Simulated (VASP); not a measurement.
Input of a VASP 6.6.1 run:

The input INCAR:

```
SYSTEM = HfB2
PREC = Accurate
ENCUT = 520
EDIFF = 1E-8
ISMEAR = -1
SIGMA = 0.05
LREAL = .FALSE.
LASPH = .TRUE.
NELM = 80
ALGO = Normal
ISIF = 2
LWAVE = .FALSE.
LCHARG = .FALSE.
GGA = PE
LEFG = .TRUE.
NBANDS = 15
```

File KPOINTS:

```
regular mesh
0
G
  13 13 11
  0 0 0
```

The input POSCAR:

```
HfB2
1.0
    3.1400001005      0.0000000000      0.0000000000
   -1.5700000503      2.7193198549      0.0000000000
    0.0000000000      0.0000000000      3.4800000000
Hf B
1 2
Direct
    0.0000000000      0.0000000000      0.0000000000
    0.3333333333      0.6666666667      0.5000000000
    0.6666666667      0.3333333333      0.5000000000
```

Potentials or basis: VASP PAW PBE potentials, release 64 (Hf_pv, B).

Launch:

```sh
$ cat potpaw_PBE.64/Hf_pv/POTCAR potpaw_PBE.64/B/POTCAR > POTCAR
$ mpirun -np 1 vasp_std > vasp.out
```

**Question.** Predict the band gap on the k mesh.

**Answer.** Zero (band 8 reaches 8.31 eV, above the bottom of band 9 at 7.28 eV).

**Question.** Predict the pressure.

**Answer.** 1.0 GPa.

Electric field gradients, principal values (V/Å²):
```tsv
atom	least	middle	greatest (by size)
1 Hf	-38.370	-38.370	76.741
2 B	-0.759	-0.759	1.518
3 B	-0.759	-0.759	1.518
```

Caveat: without QUAD_EFG the Cq values of the log hold for a quadrupole moment of 1 mb, not for the nuclei; spin-orbit coupling is left out, which moves the levels of the heavy elements.
